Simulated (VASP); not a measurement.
# HfN (Pm-3m) in VASP: further runs

The runs below take HfN through single point, elastic constants, with PBE, PBEsol.

All numbers are computed with VASP 6.6.1; they aren't measurements. Logs are shortened: lines on timing, memory, paths and dates and some standing lists are left out, and cuts for length are marked.

## (1) The cell of the first run

The structure is cubic, space group Pm-3m (No. 221). The conventional cell has a = 2.825 Å, b = 2.825 Å, c = 2.825 Å, α = 90.00°, β = 90.00°, γ = 90.00°. Within 3.2 Å of Hf (site symmetry m-3m) lie 8 N at 2.45 Å and 6 Hf at 2.83 Å. Within 3.2 Å of N (site symmetry m-3m) lie 8 Hf at 2.45 Å and 6 N at 2.83 Å.

## (2) Single point, PBE

Contents of POSCAR:

```
HfN
1.0
    2.8250300000      0.0000000000      0.0000000000
    0.0000000000      2.8250300000      0.0000000000
    0.0000000000      0.0000000000      2.8250300000
Hf N
1 1
Direct
    0.5000000000      0.5000000000      0.5000000000
    0.0000000000      0.0000000000      0.0000000000
```

Contents of INCAR.step1:

```
SYSTEM = HfN
PREC = Accurate
ENCUT = 520
EDIFF = 1E-7
ISMEAR = -1
SIGMA = 0.05
LREAL = .FALSE.
LASPH = .TRUE.
NELM = 60
ALGO = Normal
ISIF = 2
LWAVE = .FALSE.
LCHARG = .TRUE.
LMAXMIX = 4
GGA = PE
NBANDS = 14
```

Contents of KPOINTS.step1:

```
Automatic mesh
0
G
  9 9 9
  0 0 0
```

Contents of INCAR.step2:

```
SYSTEM = HfN
PREC = Accurate
ENCUT = 520
EDIFF = 1E-7
ISMEAR = -5
SIGMA = 0.05
LREAL = .FALSE.
LASPH = .TRUE.
NELM = 60
ALGO = Normal
ISIF = 2
LWAVE = .FALSE.
LCHARG = .FALSE.
LMAXMIX = 4
GGA = PE
LORBIT = 11
NEDOS = 2001
ICHARG = 11
```

Contents of KPOINTS.step2:

```
Automatic mesh
0
G
  14 14 14
  0 0 0
```

Potentials or basis: VASP PAW PBE potentials, release 64 (Hf_pv, N).

On the command line:

```
$ cat potpaw_PBE.64/Hf_pv/POTCAR potpaw_PBE.64/N/POTCAR > POTCAR
$ cp INCAR.step1 INCAR
$ cp KPOINTS.step1 KPOINTS
$ mpirun -np 1 vasp_std > vasp.out
$ cp INCAR.step2 INCAR
$ cp KPOINTS.step2 KPOINTS
$ mpirun -np 1 vasp_std > vasp.out
```

OUTCAR:

```text
SYSTEM = HfN
   PREC = Accurate
   ENCUT = 520
   EDIFF = 1E-7
   ISMEAR = -5
   LREAL = .FALSE.
   LASPH = .TRUE.
   NELM = 60
   ISIF = 2
   GGA = PE
   LORBIT = 11
   ICHARG = 11

 ion  position               nearest neighbor table
   1  0.500  0.500  0.500-   2 2.45   2 2.45   2 2.45   2 2.45   2 2.45   2 2.45   2 2.45   2 2.45

   2  0.000  0.000  0.000-   1 2.45   1 2.45   1 2.45   1 2.45   1 2.45   1 2.45   1 2.45   1 2.45

  LATTYP: Found a simple cubic cell.
 ALAT       =     2.8250300000

  Lattice vectors:

 A1 = (   2.8250300000,   0.0000000000,   0.0000000000)
 A2 = (   0.0000000000,   2.8250300000,   0.0000000000)
 A3 = (   0.0000000000,   0.0000000000,   2.8250300000)

Analysis of symmetry for initial positions (statically):
=====================================================================
 Subroutine PRICEL returns:
 Original cell was already a primitive cell.

 Routine SETGRP: Setting up the symmetry group for a
 simple cubic supercell.

 Subroutine GETGRP returns: Found 48 space group operations
 (whereof 48 operations were pure point group operations)
 out of a pool of 48 trial point group operations.

The static configuration has the point symmetry O_h .

Analysis of symmetry for dynamics (positions and initial velocities):
=====================================================================
 Subroutine PRICEL returns:
 Original cell was already a primitive cell.

 Routine SETGRP: Setting up the symmetry group for a
 simple cubic supercell.

 Subroutine GETGRP returns: Found 48 space group operations
 (whereof 48 operations were pure point group operations)
 out of a pool of 48 trial point group operations.

The dynamic configuration has the point symmetry O_h .

 Subroutine INISYM returns: Found 48 space group operations
 (whereof 48 operations are pure point group operations),
 and found     1 'primitive' translations

----------------------------------------------------------------------------------------

                                     Primitive cell

  volume of cell :      22.5460

  direct lattice vectors                    reciprocal lattice vectors
     2.825030000  0.000000000  0.000000000     0.353978542  0.000000000  0.000000000
     0.000000000  2.825030000  0.000000000     0.000000000  0.353978542  0.000000000
     0.000000000  0.000000000  2.825030000     0.000000000  0.000000000  0.353978542

  length of vectors
     2.825030000  2.825030000  2.825030000     0.353978542  0.353978542  0.353978542

  position of ions in fractional coordinates (direct lattice)
     0.500000000  0.500000000  0.500000000
     0.000000000  0.000000000  0.000000000

  ion indices of the primitive-cell ions
   primitive index   ion index
                 1           1
                 2           2

----------------------------------------------------------------------------------------

 KPOINTS: Automatic mesh

Automatic generation of k-mesh.
 Grid dimensions read from file:
 generate k-points for:   14   14   14

 Generating k-lattice:

  Cartesian coordinates                     Fractional coordinates (reciprocal lattice)
     0.025284182  0.000000000  0.000000000     0.071428571  0.000000000  0.000000000
     0.000000000  0.025284182  0.000000000     0.000000000  0.071428571  0.000000000
     0.000000000  0.000000000  0.025284182     0.000000000  0.000000000  0.071428571

  Length of vectors
     0.025284182  0.025284182  0.025284182

  Shift w.r.t. Gamma in fractional coordinates (k-lattice)
     0.000000000  0.000000000  0.000000000

 TETIRR: Found   1360 inequivalent tetrahedra from    16464

 Subroutine IBZKPT returns following result:
 ===========================================

 Found    120 irreducible k-points:

 Following reciprocal coordinates:
            Coordinates               Weight
  0.000000  0.000000  0.000000      1.000000
  0.071429  0.000000  0.000000      6.000000
  0.142857  0.000000  0.000000      6.000000
  0.214286  0.000000  0.000000      6.000000
  0.285714  0.000000  0.000000      6.000000
  0.357143  0.000000  0.000000      6.000000
[... 16 lines left out ...]
  0.285714  0.214286  0.000000     24.000000
  0.357143  0.214286  0.000000     24.000000
 [... further k-points ...]
   k-points           NKPTS =    120   k-points in BZ     NKDIM =    120   number of bands    NBANDS=     11
   number of dos      NEDOS =   2001   number of ions     NIONS =      2
   total plane-waves  NPLWV =  13824
   dimension x,y,z NGX =    24 NGY =   24 NGZ =   24
   dimension x,y,z NGXF=    48 NGYF=   48 NGZF=   48
   ions per type =               1   1
   NGX,Y,Z   is equivalent  to a cutoff of  14.12, 14.12, 14.12 a.u.
   NGXF,Y,Z  is equivalent  to a cutoff of  28.25, 28.25, 28.25 a.u.
 SYSTEM =  HfN
   PREC   = accura    normal or accurate (medium, high low for compatibility)
   ISTART =      0    job   : 0-new  1-cont  2-samecut
   ICHARG =     11    charge: 1-file 2-atom 10-const
   ISPIN  =      1    spin polarized calculation?
   LNONCOLLINEAR =      F non collinear calculations
   LSORBIT =      F    spin-orbit coupling
   LASPH  =      T    aspherical Exc in radial PAW
   ENCUT  =  520.0 eV  38.22 Ry    6.18 a.u.   5.25  5.25  5.25*2*pi/ulx,y,z
   NELM   =     60;   NELMIN=  2; NELMDL=  0     # of ELM steps
   EDIFF  = 0.1E-06   stopping-criterion for ELM
   LREAL  =      F    real-space projection
   EDIFFG = 0.1E-05   stopping-criterion for IOM
   NSW    =      0    number of steps for IOM
   IBRION =     -1    ionic relax: 0-MD 1-quasi-New 2-CG
   NFREE  =      0    steps in history (QN), initial steepest desc. (CG)
   ISIF   =      2    stress and relaxation
   ISYM   =      2    0-nonsym 1-usesym 2-fastsym
   POTIM  = 0.5000    time-step for ionic-motion
   TEBEG  =    0.0;   TEEND  =   0.0 temperature during run
   PSTRESS=    0.0 pullay stress
   NELECT =      15.0000    total number of electrons
   NUPDOWN=      -1.0000    fix difference up-down
   EMIN   =  10.00;   EMAX   =-10.00  energy-range for DOS
   EFERMI =   0.00;   METHOD = LEGACY
   ISMEAR =    -5;   SIGMA  =   0.05  broadening in eV -4-tet -1-fermi 0-gaus
   EFERMI_NEDOS =   21; number of points for ismear=-14 and -15
   IALGO  =     38    algorithm
   IMIX   =      4    mixing-type and parameters
     AMIX     =   0.40;   BMIX     =  1.00
     AMIX_MAG =   1.60;   BMIX_MAG =  1.00
  volume/ion in A,a.u.               =      11.27        76.07
  Fermi-wavevector in a.u.,A,eV,Ry     =   1.429164  2.700729 27.790047  2.042511
  Thomas-Fermi vector in A             =   2.549148
   LORBIT       =     11    0 simple, 1 ext, 2 COOP (PROOUT), +10 PAW based schemes
   GGA     = PE    functional components
   LHFCALC =     F    Hartree Fock is set to
   AEXX    =    0.0000 exact exchange contribution
   IVDW    =     0    specifies the selected vdW correction
   LEPSILON=     F    determine dielectric tensor
   LRPA    =     F    only Hartree local field effects (RPA)
 non-spin polarized calculation
 Fermi weights with tetrahedron method with Bloechl corrections
  energy-cutoff  :      520.00
  volume of cell :       22.55
 maximum number of plane-waves:       624
 NGX is ok and might be reduce to    24

 number of electron      15.0000000 magnetization

 Free energy of the ion-electron system (eV)
  ---------------------------------------------------
  ext. energy  EPLUGINS =         0.00000000
  ---------------------------------------------------
  free energy    TOTEN  =       -19.76882322 eV

  energy without entropy =      -19.76882322  energy(sigma->0) =      -19.76882322

 E-fermi :   7.3651     XC(G=0): -12.9306

 val. band max:        7.3898742967   @ k =   0.4286   0.2857   0.0714
 cond. band min:       7.4086915100   @ k =   0.3571   0.3571   0.0714
 fundamental gap:      0.0188172133
 Fermi energy:         7.3651196151

 k-point     1 :       0.0000    0.0000    0.0000
  band No.  band energies     occupation
      1     -22.7807      2.00000
      2     -22.7807      2.00000
      3     -22.7807      2.00000
      4      -8.6983      2.00000
      5       5.0068      2.00000
      6       5.0068      2.00000
      7       6.3442      2.00000
      8       6.3442      2.00000
      9       6.3442      2.00000
     10      10.7360      0.00000
     11      13.7645      0.00000

 k-point     2 :       0.0714    0.0000    0.0000
  band No.  band energies     occupation
      1     -22.8536      2.00000
      2     -22.7744      2.00000
      3     -22.7744      2.00000
      4      -8.5992      2.00000
      5       4.7230      2.00000
      6       5.0573      2.00000
      7       6.2619      2.00000
      8       6.2619      2.00000
      9       6.4790      2.10408
     10      11.1005      0.00000
     11      13.7864      0.00000

 k-point     3 :       0.1429    0.0000    0.0000
  band No.  band energies     occupation
      1     -23.0532      2.00000
      2     -22.7566      2.00000
      3     -22.7566      2.00000
      4      -8.3172      2.00000
      5       3.8780      2.00000
      6       5.2028      2.00000
      7       6.0347      2.00000
      8       6.0347      2.00000
      9       7.1173      1.31782
     10      11.9410      0.00000
     11      13.8493      0.00000
[... 267 lines left out ...]
 k-point    23 :       0.2857    0.2143    0.0000
  band No.  band energies     occupation
      1     -23.5472      2.00000
      2     -23.2130      2.00000
      3     -22.6561      2.00000
      4      -7.0513      2.00000
      5       1.9751      2.00000
      6       4.0114      2.00000
      7       5.5905      2.00000
      8       7.1164      2.07882
      9      10.5877      0.00000
     10      11.6577      0.00000
     11      12.0282      0.00000

 k-point    24 :       0.3571    0.2143    0.0000
  band No.  band energies     occupation
      1     -23.7896      2.00000
      2     -23.1786      2.00000
      3     -22.6313      2.00000
      4      -6.7648      2.00000
      5       1.4050      2.00000
      6       4.0541      2.00000
      7       5.4981      2.00000
      8       7.1161      2.09325
      9      11.7439      0.00000
     10      11.8911      0.00000
     11      12.0378      0.00000

 [... further k-points ...]

------------------------ aborting loop because EDIFF is reached ----------------------------------------

  FORCE on cell =-STRESS in cart. coord.  units (eV):
  Direction    XX          YY          ZZ          XY          YZ          ZX
  --------------------------------------------------------------------------------------
  -------------------------------------------------------------------------------------
  Total       -0.3864719     -0.3864719     -0.3864719     -0.0000000     -0.0000000      0.0000000
  in kB      -27.4637170    -27.4637170    -27.4637170     -0.0000000     -0.0000000      0.0000000
  external PRESSURE =     -27.4637170 kB  Pullay stress =       0.0000000 kB

 VOLUME and BASIS-vectors are now :
 -----------------------------------------------------------------------------
  energy-cutoff  :      520.00
  volume of cell :       22.55
      direct lattice vectors                 reciprocal lattice vectors
     2.825030000  0.000000000  0.000000000     0.353978542  0.000000000  0.000000000
     0.000000000  2.825030000  0.000000000     0.000000000  0.353978542  0.000000000
     0.000000000  0.000000000  2.825030000     0.000000000  0.000000000  0.353978542

 POSITION                                       TOTAL-FORCE (eV/Angst)
 -----------------------------------------------------------------------------------
      1.41251      1.41251      1.41251         0.000000      0.000000      0.000000
      0.00000      0.00000      0.00000         0.000000      0.000000      0.000000
 -----------------------------------------------------------------------------------
    total drift:                                0.000000     -0.000000     -0.000000

  FREE ENERGIE OF THE ION-ELECTRON SYSTEM (eV)
  ---------------------------------------------------
  free  energy   TOTEN  =       -19.7688232184 eV

  energy  without entropy=      -19.7688232184  energy(sigma->0) =      -19.76882322

 total charge

# of ion       s       p       d       tot
------------------------------------------
    1        0.307   6.453   1.808   8.568
    2        1.232   2.426   0.000   3.659
--------------------------------------------------
tot          1.539   8.879   1.808  12.227
```

It took 11 s on 1 thread of Intel Xeon 6975P-C (Granite Rapids), shared host; peak memory 0.16 GiB.

Results:

| Property | Result |
| --- | --- |
| Valence electrons inside the program's atomic spheres | Hf 8.57; N 3.66 |

Levels at points of the mesh, in eV from the Fermi level:
```csv
k point,band 5,band 6,band 7,band 8,band 9,band 10,band 11
"(0.00, 0.00, 0.00)",-2.36,-2.36,-1.02,-1.02,-1.02,3.37,6.40
"(0.50, 0.00, 0.00)",-7.66,-2.57,-2.57,-1.14,5.73,7.01,7.17
"(0.50, 0.50, 0.00)",-3.93,-3.93,-1.37,-0.47,2.65,3.15,3.15
"(0.50, 0.50, 0.50)",-6.71,-6.71,-6.71,7.84,7.84,7.84,9.53
```

Caveat: spin-orbit coupling is left out, which moves the levels of the heavy elements; tetrahedron occupations give inexact forces and stress in metals.

## (3) Elastic constants, PBEsol

Contents of INCAR:

```
SYSTEM = HfN
PREC = Accurate
ENCUT = 600
EDIFF = 1E-8
ISMEAR = -1
SIGMA = 0.05
LREAL = .False.
LASPH = .True.
NELM = 80
ALGO = Normal
ISIF = 3
LWAVE = .False.
LCHARG = .False.
GGA = PS
IBRION = 6
NFREE = 2
POTIM = 0.015
NSW = 1
```

Contents of KPOINTS:

```
Automatic mesh
0
Gamma
  8 8 8
  0 0 0
```

POSCAR is that of step 2.

Potentials or basis: VASP PAW PBE potentials, release 64 (Hf_pv, N).

On the command line:

```
$ cat potpaw_PBE.64/Hf_pv/POTCAR potpaw_PBE.64/N/POTCAR > POTCAR
$ mpirun -np 1 vasp_std > vasp.out
```

Run time: 1.7 min. Hardware: 1 thread of Intel Xeon 6975P-C (Granite Rapids), shared host; peak memory 0.23 GiB.

The run converged. Its results:

* Elastic constants C11, C12, C44: 588, 40, 25 GPa
* Voigt bulk modulus: 223 GPa
* Highest phonon frequency at Γ: 213 cm⁻¹

Phonon frequencies in cm⁻¹ (negative: imaginary):
```csv
q point,frequencies
"(0.000, 0.000, 0.000)",0 0 0 213 213 213
```

Elastic tensor in Voigt notation (GPa, in the Cartesian axes of the cell as first typed):
```
588  40  40   0   0   0
 40 588  40   0   0   0
 40  40 588   0   0   0
  0   0   0  25   0   0
  0   0   0   0  25   0
  0   0   0   0   0  25
```

Clamped-ion elastic tensor (GPa):
```
588  40  40   0   0   0
 40 588  40   0   0   0
 40  40 588   0   0   0
  0   0   0  25   0   0
  0   0   0   0  25   0
  0   0   0   0   0  25
```

Caveat: the cell is under stress, which shifts elastic constants; the PAW data sets were made with another functional, which shifts forces and pressure a little; spin-orbit coupling is left out, which moves the levels of the heavy elements.
